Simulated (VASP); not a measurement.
# KCl (P6_3/mmc) in VASP: single point with r2SCAN

Aim: the single point of KCl with r2SCAN.

Everything below comes from runs of VASP 6.6.1. Logs are shortened: lines on timing, memory, paths and dates and some standing lists are left out, and cuts for length are marked.

**1. The cell of the first run**

It takes space group P6_3/mmc (No. 194, hexagonal). The conventional cell has a = 5.344 Å, b = 5.344 Å, c = 6.239 Å, α = 90.00°, β = 90.00°, γ = 120.00°. Within 4.1 Å of K (site symmetry -6m2) lie 5 Cl at 3.09 to 3.12 Å. Cl (site symmetry -6m2) has 5 K at 3.09 to 3.12 Å within 4.1 Å.

**2. Single point, r2SCAN**

POSCAR

```
KCl
1.0
    5.3438034984      0.0000000000      0.0000000000
   -2.6719017492      4.6278695824      0.0000000000
    0.0000000000      0.0000000000      6.2391671764
K Cl
2 2
Direct
    0.3333333333      0.6666666667     -0.0625000000
    0.6666666667      0.3333333333      0.4375000000
    0.3333333333      0.6666666667      0.4375000000
    0.6666666667      0.3333333333      0.9375000000
```

INCAR.step1

```
SYSTEM = KCl
PREC = Accurate
ENCUT = 520
ISMEAR = 0
SIGMA = 0.01
LREAL = .False.
LASPH = .True.
NELM = 100
NBANDS = 24
GGA = PE
ALGO = Normal
EDIFF = 1E-4
LWAVE = .True.
LCHARG = .False.
```

INCAR.step2

```
SYSTEM = KCl
PREC = Accurate
ENCUT = 520
EDIFF = 1E-6
ISMEAR = 0
SIGMA = 0.01
LREAL = .False.
LASPH = .True.
NELM = 100
ALGO = Normal
ISIF = 2
LWAVE = .False.
LCHARG = .False.
METAGGA = R2SCAN
LMIXTAU = .True.
NBANDS = 24
ISTART = 1
```

KPOINTS

```
regular mesh
0
Gamma
  6 6 4
  0 0 0
```

Potentials or basis: VASP PAW PBE potentials, release 64 (K_sv, Cl).

Started as:

```sh
cat potpaw_PBE.64/K_sv/POTCAR potpaw_PBE.64/Cl/POTCAR > POTCAR
cp INCAR.step1 INCAR
mpirun -np 1 vasp_std > vasp.out
cp INCAR.step2 INCAR
mpirun -np 1 vasp_std > vasp.out
```

OUTCAR:

```text
SYSTEM = KCl
   PREC = Accurate
   ENCUT = 520
   EDIFF = 1E-6
   ISMEAR = 0
   LREAL = .False.
   LASPH = .True.
   NELM = 100
   ISIF = 2
   METAGGA = R2SCAN
   ISTART = 1

 ion  position               nearest neighbor table
   1  0.333  0.667  0.938-   4 3.09   4 3.09   4 3.09   3 3.12   3 3.12
   2  0.667  0.333  0.438-   3 3.09   3 3.09   3 3.09   4 3.12   4 3.12
   3  0.333  0.667  0.438-   2 3.09   2 3.09   2 3.09   1 3.12   1 3.12
   4  0.667  0.333  0.938-   1 3.09   1 3.09   1 3.09   2 3.12   2 3.12

  LATTYP: Found a hexagonal cell.
 ALAT       =     5.3438034984
 C/A-ratio  =     1.1675517594

  Lattice vectors:

 A1 = (   5.3438034984,   0.0000000000,   0.0000000000)
 A2 = (  -2.6719017492,   4.6278695824,   0.0000000000)
 A3 = (   0.0000000000,   0.0000000000,   6.2391671764)

Analysis of symmetry for initial positions (statically):
=====================================================================
 Subroutine PRICEL returns:
 Original cell was already a primitive cell.

 Routine SETGRP: Setting up the symmetry group for a
 hexagonal supercell.

 Subroutine GETGRP returns: Found 24 space group operations
 (whereof  6 operations were pure point group operations)
 out of a pool of 24 trial point group operations.

The static configuration has the point symmetry C_3v.
 The point group associated with its full space group is D_6h.

Analysis of symmetry for dynamics (positions and initial velocities):
=====================================================================
 Subroutine PRICEL returns:
 Original cell was already a primitive cell.

 Routine SETGRP: Setting up the symmetry group for a
 hexagonal supercell.

 Subroutine GETGRP returns: Found 24 space group operations
 (whereof  6 operations were pure point group operations)
 out of a pool of 24 trial point group operations.

The dynamic configuration has the point symmetry C_3v.
 The point group associated with its full space group is D_6h.

 Subroutine INISYM returns: Found 24 space group operations
 (whereof  6 operations are pure point group operations),
 and found     1 'primitive' translations

----------------------------------------------------------------------------------------

                                     Primitive cell

  volume of cell :     154.2973

  direct lattice vectors                    reciprocal lattice vectors
     5.343803498  0.000000000  0.000000000     0.187132629  0.108041074  0.000000000
    -2.671901749  4.627869582  0.000000000     0.000000000  0.216082148  0.000000000
     0.000000000  0.000000000  6.239167176     0.000000000  0.000000000  0.160277802

  length of vectors
     5.343803498  5.343803498  6.239167176     0.216082148  0.216082148  0.160277802

  position of ions in fractional coordinates (direct lattice)
     0.333333333  0.666666667  0.937500000
     0.666666667  0.333333333  0.437500000
     0.333333333  0.666666667  0.437500000
     0.666666667  0.333333333  0.937500000

  ion indices of the primitive-cell ions
   primitive index   ion index
                 1           1
                 2           2
                 3           3
                 4           4

----------------------------------------------------------------------------------------

 KPOINTS: regular mesh

Automatic generation of k-mesh.
 Grid dimensions read from file:
 generate k-points for:    6    6    4

 Generating k-lattice:

  Cartesian coordinates                     Fractional coordinates (reciprocal lattice)
     0.031188772  0.018006846  0.000000000     0.166666667  0.000000000  0.000000000
     0.000000000  0.036013691  0.000000000     0.000000000  0.166666667  0.000000000
     0.000000000  0.000000000  0.040069450     0.000000000  0.000000000  0.250000000

  Length of vectors
     0.036013691  0.036013691  0.040069450

  Shift w.r.t. Gamma in fractional coordinates (k-lattice)
     0.000000000  0.000000000  0.000000000

 Subroutine IBZKPT returns following result:
 ===========================================

 Found     21 irreducible k-points:

 Following reciprocal coordinates:
            Coordinates               Weight
  0.000000  0.000000  0.000000      1.000000
  0.166667 -0.000000  0.000000      6.000000
  0.333333 -0.000000  0.000000      6.000000
  0.500000  0.000000  0.000000      3.000000
  0.166667  0.166667  0.000000      6.000000
  0.333333  0.166667  0.000000     12.000000
[... 13 lines left out ...]
  0.333333  0.166667  0.500000     12.000000
  0.333333  0.333333  0.500000      2.000000
   k-points           NKPTS =     21   k-points in BZ     NKDIM =     21   number of bands    NBANDS=     24
   number of dos      NEDOS =    301   number of ions     NIONS =      4
   total plane-waves  NPLWV =  76800
   dimension x,y,z NGX =    40 NGY =   40 NGZ =   48
   dimension x,y,z NGXF=    80 NGYF=   80 NGZF=   96
   ions per type =               2   2
   NGX,Y,Z   is equivalent  to a cutoff of  12.44, 12.44, 12.79 a.u.
   NGXF,Y,Z  is equivalent  to a cutoff of  24.89, 24.89, 25.58 a.u.
 SYSTEM =  KCl
   PREC   = accura    normal or accurate (medium, high low for compatibility)
   ISTART =      1    job   : 0-new  1-cont  2-samecut
   ICHARG =      0    charge: 1-file 2-atom 10-const
   ISPIN  =      1    spin polarized calculation?
   LNONCOLLINEAR =      F non collinear calculations
   LSORBIT =      F    spin-orbit coupling
   LASPH  =      T    aspherical Exc in radial PAW
   ENCUT  =  520.0 eV  38.22 Ry    6.18 a.u.   9.94  9.94 11.60*2*pi/ulx,y,z
   NELM   =    100;   NELMIN=  2; NELMDL=  0     # of ELM steps
   EDIFF  = 0.1E-05   stopping-criterion for ELM
   LREAL  =      F    real-space projection
   EDIFFG = 0.1E-04   stopping-criterion for IOM
   NSW    =      0    number of steps for IOM
   IBRION =     -1    ionic relax: 0-MD 1-quasi-New 2-CG
   NFREE  =      0    steps in history (QN), initial steepest desc. (CG)
   ISIF   =      2    stress and relaxation
   ISYM   =      2    0-nonsym 1-usesym 2-fastsym
   POTIM  = 0.5000    time-step for ionic-motion
   TEBEG  =    0.0;   TEEND  =   0.0 temperature during run
   PSTRESS=    0.0 pullay stress
   NELECT =      32.0000    total number of electrons
   NUPDOWN=      -1.0000    fix difference up-down
   EMIN   =  10.00;   EMAX   =-10.00  energy-range for DOS
   EFERMI =   0.00;   METHOD = LEGACY
   ISMEAR =     0;   SIGMA  =   0.01  broadening in eV -4-tet -1-fermi 0-gaus
   EFERMI_NEDOS =   21; number of points for ismear=-14 and -15
   IALGO  =     38    algorithm
   IMIX   =      4    mixing-type and parameters
     AMIX     =   0.40;   BMIX     =  1.00
     AMIX_MAG =   1.60;   BMIX_MAG =  1.00
  volume/ion in A,a.u.               =      38.57       260.31
  Fermi-wavevector in a.u.,A,eV,Ry     =   0.969033  1.831208 12.776221  0.939026
  Thomas-Fermi vector in A             =   2.099052
   LORBIT       =      0    0 simple, 1 ext, 2 COOP (PROOUT), +10 PAW based schemes
   METAGGA = R2SCAN    functional components
   LHFCALC =     F    Hartree Fock is set to
   AEXX    =    0.0000 exact exchange contribution
   IVDW    =     0    specifies the selected vdW correction
   LEPSILON=     F    determine dielectric tensor
   LRPA    =     F    only Hartree local field effects (RPA)
 non-spin polarized calculation
 Gauss-broadening in eV      SIGMA  =   0.01
  energy-cutoff  :      520.00
  volume of cell :      154.30
 maximum number of plane-waves:      4176
 NGX is ok and might be reduce to    40
   NGX = 19   NGY = 19   NGZ = 23

 number of electron      32.0000001 magnetization

 Free energy of the ion-electron system (eV)
  ---------------------------------------------------
  ext. energy  EPLUGINS =         0.00000000
  ---------------------------------------------------
  free energy    TOTEN  =       -32.74530275 eV

  energy without entropy =      -32.74530275  energy(sigma->0) =      -32.74530275

 E-fermi :  -2.9550     XC(G=0):  -6.8288

 val. band max:       -3.0367630062   @ k =   0.0000   0.0000   0.0000
 cond. band min:       2.3186129355   @ k =   0.0000   0.0000   0.0000
 fundamental gap:      5.3553759416
 Fermi energy:        -2.9549514787

 k-point     1 :       0.0000    0.0000    0.0000
  band No.  band energies     occupation
      1     -31.4624      2.00000
      2     -31.4503      2.00000
      3     -15.6515      2.00000
      4     -15.5651      2.00000
      5     -14.2637      2.00000
      6     -14.2299      2.00000
[... 16 lines left out ...]
     23       6.8010      0.00000
     24       6.9432      0.00000

 k-point     2 :       0.1667   -0.0000    0.0000
  band No.  band energies     occupation
      1     -31.4614      2.00000
      2     -31.4508      2.00000
      3     -15.6789      2.00000
      4     -15.6060      2.00000
      5     -14.2560      2.00000
      6     -14.2342      2.00000
[... 16 lines left out ...]
     23       6.7988      0.00000
     24       7.0875      0.00000

 k-point     3 :       0.3333   -0.0000    0.0000
  band No.  band energies     occupation
      1     -31.4592      2.00000
      2     -31.4522      2.00000
      3     -15.7272      2.00000
      4     -15.6835      2.00000
      5     -14.2422      2.00000
      6     -14.2366      2.00000
[... 16 lines left out ...]
     23       6.9957      0.00000
     24       7.1098      0.00000
[... 433 lines left out ...]
 k-point    20 :       0.3333    0.1667    0.5000
  band No.  band energies     occupation
      1     -31.4553      2.00000
      2     -31.4553      2.00000
      3     -15.8270      2.00000
      4     -15.8270      2.00000
      5     -14.2186      2.00000
      6     -14.2186      2.00000
[... 16 lines left out ...]
     23       7.0062      0.00000
     24       7.0062      0.00000

 k-point    21 :       0.3333    0.3333    0.5000
  band No.  band energies     occupation
      1     -31.4552      2.00000
      2     -31.4552      2.00000
      3     -15.8394      2.00000
      4     -15.8394      2.00000
      5     -14.2234      2.00000
      6     -14.2234      2.00000
[... 16 lines left out ...]
     23       6.9287      0.00000
     24       6.9287      0.00000

------------------------ aborting loop because EDIFF is reached ----------------------------------------

  FORCE on cell =-STRESS in cart. coord.  units (eV):
  Direction    XX          YY          ZZ          XY          YZ          ZX
  --------------------------------------------------------------------------------------
  -------------------------------------------------------------------------------------
  Total       -0.0090745     -0.0090745     -0.0034005      0.0000000     -0.0000000      0.0000000
  in kB       -0.0942266     -0.0942266     -0.0353095      0.0000000     -0.0000000      0.0000000
  external PRESSURE =      -0.0745876 kB  Pullay stress =       0.0000000 kB

 VOLUME and BASIS-vectors are now :
 -----------------------------------------------------------------------------
  energy-cutoff  :      520.00
  volume of cell :      154.30
      direct lattice vectors                 reciprocal lattice vectors
     5.343803498  0.000000000  0.000000000     0.187132629  0.108041074  0.000000000
    -2.671901749  4.627869582  0.000000000     0.000000000  0.216082148  0.000000000
     0.000000000  0.000000000  6.239167176     0.000000000  0.000000000  0.160277802

 POSITION                                       TOTAL-FORCE (eV/Angst)
 -----------------------------------------------------------------------------------
     -0.00000      3.08525      5.84922        -0.000000     -0.000000     -0.000000
      2.67190      1.54262      2.72964         0.000000     -0.000000     -0.000000
     -0.00000      3.08525      2.72964         0.000000      0.000000      0.000000
      2.67190      1.54262      5.84922        -0.000000     -0.000000     -0.000000
 -----------------------------------------------------------------------------------
    total drift:                               -0.000000      0.000000      0.000000

  FREE ENERGIE OF THE ION-ELECTRON SYSTEM (eV)
  ---------------------------------------------------
  free  energy   TOTEN  =       -32.7453027485 eV

  energy  without entropy=      -32.7453027485  energy(sigma->0) =      -32.74530275
```

It took 3.3 min on 1 thread of AMD EPYC 7R13 (Zen 3), shared host; peak memory 0.29 GiB.

Results:

- Free energy: -32.7453 eV
- Pressure: 0.0 GPa
- Band gap on the k mesh: 5.36 eV

Levels at points of the mesh, in eV from the valence-band top:
| k point | band 12 | band 13 | band 14 | band 15 | band 16 | band 17 | band 18 | band 19 | band 20 | band 21 |
| --- | --- | --- | --- | --- | --- | --- | --- | --- | --- | --- |
| (0.00, 0.00, 0.00) | -0.43 | -0.43 | -0.28 | -0.28 | 0.00 | 5.36 | 8.84 | 8.87 | 8.87 | 9.79 |
| (0.50, 0.00, 0.00) | -0.43 | -0.41 | -0.38 | -0.21 | -0.14 | 6.94 | 7.85 | 8.10 | 8.18 | 9.63 |
| (0.00, 0.00, 0.50) | -0.58 | -0.37 | -0.37 | -0.37 | -0.37 | 6.63 | 6.63 | 10.16 | 10.16 | 10.16 |
| (0.50, 0.00, 0.50) | -0.81 | -0.31 | -0.31 | -0.27 | -0.27 | 7.39 | 7.39 | 9.40 | 9.40 | 9.62 |

Caveat: the structure was generated, so it needn't be the stable form of KCl; the PAW data sets were made with another functional, which shifts forces and pressure a little. A k mesh can miss the band edges.
